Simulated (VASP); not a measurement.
Here is a VASP 6.6.1 calculation.

The input INCAR:

```
SYSTEM = TiB4
ALGO     = Normal         ! electronic algorithm
EDIFF    = 1E-6           ! SCF threshold, eV
ENCUT    = 520            ! plane-wave cutoff, eV
GGA      = PE             ! functional
ISIF     = 2              ! what is computed and relaxed
ISMEAR   = 0              ! smearing method
LASPH    = .True.         ! aspherical terms in the spheres
LCHARG   = .True.         ! write CHGCAR
LELF     = .True.         ! ELF
LREAL    = .False.        ! projectors in reciprocal space
LVHAR    = .True.       
LWAVE    = .False.        ! write WAVECAR
NBANDS   = 20             ! bands
NELM     = 80             ! most SCF steps
PREC     = Accurate       ! precision mode
SIGMA    = 0.1            ! smearing width, eV
```

Contents of KPOINTS:

```
k-points
0
Gamma
  10 10 14
  0 0 0
```

The input POSCAR:

```
TiB4
1.0
    4.0277619732      0.0000000000      0.0000000000
    0.0000000000      4.0277619732      0.0000000000
    0.0000000000      0.0000000000      2.6152390447
Ti B
1 4
Direct
    0.0000000000      0.0000000000      0.5000000000
    0.2013536865      0.5000000000      0.0000000000
    0.7986463135      0.5000000000      0.0000000000
    0.5000000000      0.2013536865      0.0000000000
    0.5000000000      0.7986463135      0.0000000000
```

Potentials or basis: VASP PAW PBE potentials, release 64 (Ti_sv, B).

The run is started by

```sh
$ cat potpaw_PBE.64/Ti_sv/POTCAR potpaw_PBE.64/B/POTCAR > POTCAR
$ mpirun -np 1 vasp_std > vasp.out
```

Estimate the largest force.

0.004 eV/Å.

What does it give for the pressure?

0.1 GPa.

Estimate the band gap on the k mesh.

zero (band 12 reaches 9.48 eV, above the bottom of band 13 at 6.83 eV).

Forces on the atoms (eV/Å):
```
Ti   0.000  0.000  0.000
B    0.004  0.000  0.000
B   -0.004  0.000  0.000
B    0.000  0.004  0.000
B    0.000 -0.004  0.000
```
